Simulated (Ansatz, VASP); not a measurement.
One calculation of SnSe2, two programs

Contents of INCAR:

```
SYSTEM = SnSe2
PREC     = Accurate       ! precision mode
ENCUT    = 520            ! plane-wave cutoff, eV
EDIFF    = 1E-6           ! SCF threshold, eV
ISMEAR   = 0              ! smearing method
SIGMA    = 0.01           ! smearing width, eV
LREAL    = .FALSE.        ! projectors in reciprocal space
LASPH    = .TRUE.         ! aspherical terms in the spheres
NELM     = 60             ! most SCF steps
ALGO     = Normal         ! electronic algorithm
ISIF     = 2              ! what is computed and relaxed
LWAVE    = .FALSE.        ! write WAVECAR
LCHARG   = .FALSE.        ! write CHGCAR
GGA      = PS             ! functional
NBANDS   = 20             ! bands
```

File KPOINTS:

```
regular mesh
0
G
  6 6 4
  0 0 0
```

POSCAR

```
SnSe2
1.0
    3.8110000000      0.0000000000      0.0000000000
   -1.9055000000      3.3004228100      0.0000000000
    0.0000000000      0.0000000000      6.1360000000
Sn Se
1 2
Direct
    0.0000000000      0.0000000000      0.0000000000
    0.3333333333      0.6666666667      0.2490000000
    0.6666666667      0.3333333333      0.7510000000
```

Input for Ansatz:

```yaml
crystal:
  lattice:
    - [3.811, 0.0, 0.0]
    - [-1.9055, 3.30042281, 0.0]
    - [0.0, 0.0, 6.136]
  atoms:
    - { symbol: Sn, position: [0.0, 0.0, 0.0] }
    - { symbol: Se, position: [0.3333333333333333, 0.6666666666666666, 0.249] }
    - { symbol: Se, position: [0.6666666666666666, 0.3333333333333333, 0.751] }
kpoints:
  mp_grid:
    grid: [6, 6, 4]
hamiltonian:
  xc: pbesol
  pseudopotentials:
    kind: paw
scf:
  occupations:
    method: fixed
output:
  forces: true
  stress: true
  eigenvalues: true
```

Alike in both runs: task single point; functional PBEsol; k mesh 6 × 6 × 4; no spin polarisation.

|  | VASP | Ansatz |
| --- | --- | --- |
| version | VASP 6.6.1 | Ansatz 0.2.0 |
| potentials or method | VASP PAW PBE potentials, release 64 (Sn_d, Se) | plane waves, PAW |
| plane-wave cutoff (eV) | 520 | 420 |
| occupations | gaussian, width 0.01 eV | fixed |
| valence electrons in the cell | 26 | 46 |

|  | VASP | Ansatz | Ansatz less VASP |
| --- | --- | --- | --- |
| gap on the k mesh at the Fermi level (eV) | 0.74 | 0.75 | +0.009 |
| pressure (GPa) | 2.7 | 2.5 | -0.13 |
| traceless stress, the component that is largest in VASP (GPa) | 1.14 | 1.14 | -0.001 |
| rms of the force components (eV/Å) | 0.289 | 0.279 | -0.0103 |

VASP's potentials were made for PBE, not for PBEsol. Atom by atom the forces differ by 0.010 eV/Å (rms over components). VASP's potentials hold 26 valence electrons a cell and Ansatz's 46, so a difference there can come from the potentials and not from the codes.
